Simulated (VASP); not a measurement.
# CrPS3 (Pm-3m) in VASP: notebook

The runs below take CrPS3 through single point, with PBE.

Program: VASP 6.6.1. These are calculated values, not measurements. Logs are shortened: lines on timing, memory, paths and dates and some standing lists are left out, and cuts for length are marked.

### Step 1. The cell of the first run

It takes space group Pm-3m (No. 221, cubic). The conventional cell has a = 4.484 Å, b = 4.484 Å, c = 4.484 Å, α = 90.00°, β = 90.00°, γ = 90.00°. Cr (site symmetry m-3m) has 6 S at 2.24 Å within 3.0 Å. P (site symmetry m-3m) has 12 S at 3.17 Å and 8 Cr at 3.88 Å within 4.2 Å. S (site symmetry 4/mmm) has 2 Cr at 2.24 Å within 3.0 Å.

### Step 2. Single point, PBE, collinear spin, ferromagnetic start

Contents of INCAR:

```
  ALGO = Normal
  EDIFF = 1E-6
  ENCUT = 520
  GGA = PE
  ISIF = 2
  ISMEAR = 0
  ISPIN = 2
  LASPH = True
  LCHARG = False
  LMAXMIX = 4
  LORBIT = 11
  LREAL = False
  LWAVE = False
  MAGMOM = 3 0 0 0 0
  NBANDS = 30
  NELM = 150
  PREC = Accurate
  SIGMA = 0.1
```

Contents of KPOINTS:

```
k-points
0
Gamma
  4 4 4
```

Contents of POSCAR:

```
CrPS3
1.0
    4.4838129600      0.0000000000      0.0000000000
    0.0000000000      4.4838129600      0.0000000000
    0.0000000000      0.0000000000      4.4838129600
Cr P S
1 1 3
Direct
    0.0000000000      0.0000000000      0.0000000000
    0.5000000000      0.5000000000      0.5000000000
    0.5000000000      0.0000000000      0.0000000000
    0.0000000000      0.5000000000      0.0000000000
    0.0000000000      0.0000000000      0.5000000000
```

Potentials or basis: VASP PAW PBE potentials, release 64 (Cr_pv, P, S).

On the command line:

```
> cat potpaw_PBE.64/Cr_pv/POTCAR potpaw_PBE.64/P/POTCAR potpaw_PBE.64/S/POTCAR > POTCAR
> mpirun -np 1 vasp_std > vasp.out
```

OUTCAR:

```text
EDIFF = 1E-6
   ENCUT = 520
   GGA = PE
   ISIF = 2
   ISMEAR = 0
   ISPIN = 2
   LASPH = True
   LORBIT = 11
   LREAL = False
   NELM = 150
   PREC = Accurate

 ion  position               nearest neighbor table
   1  0.000  0.000  0.000-   3 2.24   4 2.24   5 2.24   5 2.24   4 2.24   3 2.24
   2  0.500  0.500  0.500-
   3  0.500  0.000  0.000-   1 2.24   1 2.24
   4  0.000  0.500  0.000-   1 2.24   1 2.24
   5  0.000  0.000  0.500-   1 2.24   1 2.24

  LATTYP: Found a simple cubic cell.
 ALAT       =     4.4838129600

  Lattice vectors:

 A1 = (   4.4838129600,   0.0000000000,   0.0000000000)
 A2 = (   0.0000000000,   4.4838129600,   0.0000000000)
 A3 = (   0.0000000000,   0.0000000000,   4.4838129600)

Analysis of symmetry for initial positions (statically):
=====================================================================
 Subroutine PRICEL returns:
 Original cell was already a primitive cell.

 Routine SETGRP: Setting up the symmetry group for a
 simple cubic supercell.

 Subroutine GETGRP returns: Found 48 space group operations
 (whereof 48 operations were pure point group operations)
 out of a pool of 48 trial point group operations.

The static configuration has the point symmetry O_h .

Analysis of symmetry for dynamics (positions and initial velocities):
=====================================================================
 Subroutine PRICEL returns:
 Original cell was already a primitive cell.

 Routine SETGRP: Setting up the symmetry group for a
 simple cubic supercell.

 Subroutine GETGRP returns: Found 48 space group operations
 (whereof 48 operations were pure point group operations)
 out of a pool of 48 trial point group operations.

The dynamic configuration has the point symmetry O_h .

Analysis of structural, dynamic, and magnetic symmetry:
=====================================================================
 Subroutine PRICEL returns:
 Original cell was already a primitive cell.

 Routine SETGRP: Setting up the symmetry group for a
 simple cubic supercell.

 Subroutine GETGRP returns: Found 48 space group operations
 (whereof 48 operations were pure point group operations)
 out of a pool of 48 trial point group operations.

The overall configuration has the point symmetry O_h .

[... 115 lines left out ...]
   LHFCALC =     F    Hartree Fock is set to
   AEXX    =    0.0000 exact exchange contribution
   IVDW    =     0    specifies the selected vdW correction
   LEPSILON=     F    determine dielectric tensor
   LRPA    =     F    only Hartree local field effects (RPA)
 spin polarized calculation
 Gauss-broadening in eV      SIGMA  =   0.10
  energy-cutoff  :      520.00
  volume of cell :       90.15
 maximum number of plane-waves:      2469
 NGX is ok and might be reduce to    36
   NGX = 17   NGY = 17   NGZ = 17

 number of electron      35.0000004 magnetization       1.8755363

 Free energy of the ion-electron system (eV)
  ---------------------------------------------------
  ext. energy  EPLUGINS =         0.00000000
  ---------------------------------------------------
  free energy    TOTEN  =       -24.61175999 eV

  energy without entropy =      -24.58427468  energy(sigma->0) =      -24.59801734

 E-fermi :   5.7889     XC(G=0): -10.4491

 val. band max:        5.7325659481   @ k =   0.5000   0.2500   0.0000
 cond. band min:       5.7982552970   @ k =   0.2500   0.2500   0.0000
 fundamental gap:      0.0656893489
 Fermi energy:         5.7888685887

 spin component 1

 k-point     1 :       0.0000    0.0000    0.0000
  band No.  band energies     occupation
      1     -38.4958      1.00000
      2     -38.4958      1.00000
      3     -38.4958      1.00000
      4      -8.8315      1.00000
      5      -6.2735      1.00000
      6      -6.2735      1.00000
[... 309 lines left out ...]
     28      12.5850      0.00000
     29      14.2233      0.00000
 Fermi energy:         5.7888685887

 spin component 2

 k-point     1 :       0.0000    0.0000    0.0000
  band No.  band energies     occupation
      1     -36.7659      1.00000
      2     -36.7659      1.00000
      3     -36.7659      1.00000
      4      -8.8296      1.00000
      5      -6.3100      1.00000
      6      -6.3100      1.00000
[... 309 lines left out ...]
     28      14.0017      0.00000
     29      14.2586      0.00000
 [bands above 29 left out]

------------------------ aborting loop because EDIFF is reached ----------------------------------------

  FORCE on cell =-STRESS in cart. coord.  units (eV):
  Direction    XX          YY          ZZ          XY          YZ          ZX
  --------------------------------------------------------------------------------------
  -------------------------------------------------------------------------------------
  Total       -0.3371128     -0.3371128     -0.3371128      0.0000000      0.0000000     -0.0000000
  in kB       -5.9916079     -5.9916079     -5.9916079      0.0000000      0.0000000     -0.0000000
  external PRESSURE =      -5.9916079 kB  Pullay stress =       0.0000000 kB

 VOLUME and BASIS-vectors are now :
 -----------------------------------------------------------------------------
  energy-cutoff  :      520.00
  volume of cell :       90.15
      direct lattice vectors                 reciprocal lattice vectors
     4.483812960  0.000000000  0.000000000     0.223024468  0.000000000  0.000000000
     0.000000000  4.483812960  0.000000000     0.000000000  0.223024468  0.000000000
     0.000000000  0.000000000  4.483812960     0.000000000  0.000000000  0.223024468

 POSITION                                       TOTAL-FORCE (eV/Angst)
 -----------------------------------------------------------------------------------
      0.00000      0.00000      0.00000         0.000000      0.000000      0.000000
      2.24191      2.24191      2.24191         0.000000      0.000000      0.000000
      2.24191      0.00000      0.00000         0.000000      0.000000      0.000000
      0.00000      2.24191      0.00000         0.000000      0.000000      0.000000
      0.00000      0.00000      2.24191         0.000000      0.000000      0.000000
 -----------------------------------------------------------------------------------
    total drift:                                0.000000      0.000000     -0.000000

  FREE ENERGIE OF THE ION-ELECTRON SYSTEM (eV)
  ---------------------------------------------------
  free  energy   TOTEN  =       -24.6117599944 eV

  energy  without entropy=      -24.5842746784  energy(sigma->0) =      -24.59801734

 total charge

# of ion       s       p       d       tot
------------------------------------------
    1        0.328   6.388   4.265  10.981
    2        1.186   1.030   0.000   2.216
    3        1.373   2.282   0.000   3.655
    4        1.373   2.282   0.000   3.655
    5        1.373   2.282   0.000   3.655
--------------------------------------------------
tot          5.632  14.264   4.265  24.161

 magnetization (x)

# of ion       s       p       d       tot
------------------------------------------
    1        0.008   0.013   1.661   1.682
    2       -0.000   0.162   0.000   0.162
    3       -0.001  -0.062   0.000  -0.064
    4       -0.001  -0.062   0.000  -0.064
    5       -0.001  -0.062   0.000  -0.064
--------------------------------------------------
tot          0.004  -0.013   1.661   1.652
```

OSZICAR:

```text
N       E                     dE             d eps       ncg     rms          rms(c)
DAV:   1     0.252875266328E+03    0.25288E+03   -0.16796E+04  1224   0.109E+03
DAV:   2    -0.917459919566E+01   -0.26205E+03   -0.24877E+03  1332   0.272E+02
DAV:   3    -0.278322026480E+02   -0.18658E+02   -0.18080E+02  1504   0.748E+01
[... 12 lines left out ...]
DAV:  16    -0.246116868162E+02   -0.78946E-04   -0.12993E-04  1554   0.599E-02    0.169E+00
DAV:  17    -0.246117535286E+02   -0.66712E-04   -0.16555E-04  1514   0.509E-02    0.163E+00
DAV:  18    -0.246117577382E+02   -0.42097E-05   -0.39160E-05  1436   0.245E-02    0.160E+00
DAV:  19    -0.246117599138E+02   -0.21755E-05   -0.62522E-06  1282   0.116E-02    0.158E+00
DAV:  20    -0.246117599944E+02   -0.80618E-07   -0.65511E-06  1358   0.936E-03
   1 F= -.24611760E+02 E0= -.24598017E+02  d E =-.274853E-01  mag=     1.8775
```

Run time: 77 s. Hardware: 1 thread of Intel Xeon Platinum 8259CL at 2.50GHz (Skylake/Cascade Lake), shared host; peak memory 0.25 GiB.

Results:

```
Free energy                                           : -24.6118 eV
Pressure                                              : -0.6 GPa
Net moment                                            : 1.88 μB per cell
Site moments                                          : Cr +1.68; P +0.16; S -0.06 μB
Valence electrons inside the program's atomic spheres : Cr 10.98; P 2.22; S 3.65
```

Levels at points of the mesh, in eV from the Fermi level:
Spin up:
```tsv
k point	band 14	band 15	band 16	band 17	band 18	band 19	band 20	band 21	band 22	band 23
(0.00, 0.00, 0.00)	-1.23	-1.23	-1.23	-1.22	-1.22	-1.22	-0.31	-0.31	1.85	1.85
(0.50, 0.00, 0.00)	-1.88	-1.65	-0.97	-0.66	-0.66	-0.65	-0.65	-0.26	1.29	1.29
(0.50, 0.50, 0.00)	-3.36	-3.30	-1.03	0.26	0.32	0.32	0.43	0.51	1.32	1.32
(0.50, 0.50, 0.50)	-0.80	-0.80	-0.80	0.51	0.51	0.51	2.36	2.36	2.36	4.88
```
Spin down:
| k point | band 13 | band 14 | band 15 | band 16 | band 17 | band 18 | band 19 | band 20 |
| --- | --- | --- | --- | --- | --- | --- | --- | --- |
| (0.00, 0.00, 0.00) | -1.29 | -1.13 | -1.13 | -1.13 | -0.41 | -0.41 | -0.41 | 0.73 |
| (0.50, 0.00, 0.00) | -2.09 | -1.67 | -0.70 | -0.70 | -0.64 | -0.35 | 0.35 | 0.35 |
| (0.50, 0.50, 0.00) | -3.27 | -3.18 | -3.18 | -0.72 | 0.36 | 1.46 | 1.52 | 1.52 |
| (0.50, 0.50, 0.50) | -4.20 | 0.44 | 0.44 | 0.44 | 0.52 | 0.52 | 0.52 | 3.01 |

Caveat: a cell with one magnetic atom can't hold antiferromagnetic order, which such compounds often take.

### Step 3. Single point, PBE, collinear spin, ferromagnetic start

This run uses another cell than the first one, of 18.27 Å³/atom, 1.014 times its volume.

Contents of INCAR:

```
PREC = Accurate
ENCUT = 520
EDIFF = 1E-6
ISMEAR = 0
SIGMA = 0.1
LREAL = False
LASPH = True
NELM = 150
ALGO = Normal
ISIF = 2
LWAVE = False
LCHARG = False
ISPIN = 2
MAGMOM = 1.66 0.29 0 0 0
LORBIT = 11
LMAXMIX = 4
GGA = PE
NBANDS = 30
```

Contents of KPOINTS:

```
regular mesh
0
Gamma
  8 8 8
```

Edit POSCAR of step 2 so:

```diff
@@ -2,5 +2,5 @@
 1.0
-    4.4838129600      0.0000000000      0.0000000000
-    0.0000000000      4.4838129600      0.0000000000
-    0.0000000000      0.0000000000      4.4838129600
+    4.5041045651      0.0000000000      0.0000000000
+    0.0000000000      4.5041045651      0.0000000000
+    0.0000000000      0.0000000000      4.5041045651
 Cr P S
```

Potentials or basis: VASP PAW PBE potentials, release 64 (Cr_pv, P, S).

On the command line:

```
> cat potpaw_PBE.64/Cr_pv/POTCAR potpaw_PBE.64/P/POTCAR potpaw_PBE.64/S/POTCAR > POTCAR
> mpirun -np 1 vasp_std > vasp.out
```

Wall time 6.9 min (1 thread of Intel Xeon Platinum 8259CL at 2.50GHz (Skylake/Cascade Lake), shared host); peak memory 0.33 GiB.

Results (log left out):

```
Free energy                                           : -24.5254 eV
Pressure                                              : -0.2 GPa
Net moment                                            : 2.51 μB per cell
Site moments                                          : Cr +1.99; P +0.25; S -0.04 μB
Valence electrons inside the program's atomic spheres : Cr 10.95; P 2.22; S 3.66
```

Levels at points of the mesh, in eV from the Fermi level:
Spin up:
```
           k point  band 17  band 18  band 19  band 20  band 21  band 22
(0.00, 0.00, 0.00)    -1.24    -1.24    -1.24    -0.38    -0.38     1.74
(0.50, 0.00, 0.00)    -0.78    -0.78    -0.68    -0.68    -0.33     1.18
(0.50, 0.50, 0.00)     0.10     0.19     0.19     0.38     0.42     1.22
(0.50, 0.50, 0.50)     0.46     0.46     0.46     2.21     2.21     2.21
```
Spin down:
| k point | band 14 | band 15 | band 16 | band 17 | band 18 | band 19 |
| --- | --- | --- | --- | --- | --- | --- |
| (0.00, 0.00, 0.00) | -1.11 | -1.11 | -1.11 | -0.21 | -0.21 | -0.21 |
| (0.50, 0.00, 0.00) | -1.65 | -0.69 | -0.69 | -0.55 | -0.15 | 0.47 |
| (0.50, 0.50, 0.00) | -3.07 | -3.07 | -0.61 | 0.37 | 1.50 | 1.56 |
| (0.50, 0.50, 0.50) | 0.44 | 0.44 | 0.44 | 0.67 | 0.67 | 0.67 |

Caveat: a cell with one magnetic atom can't hold antiferromagnetic order, which such compounds often take. With open d or f shells a metallic result of PBE can be an artefact of self-interaction; +U or a hybrid may open a gap.
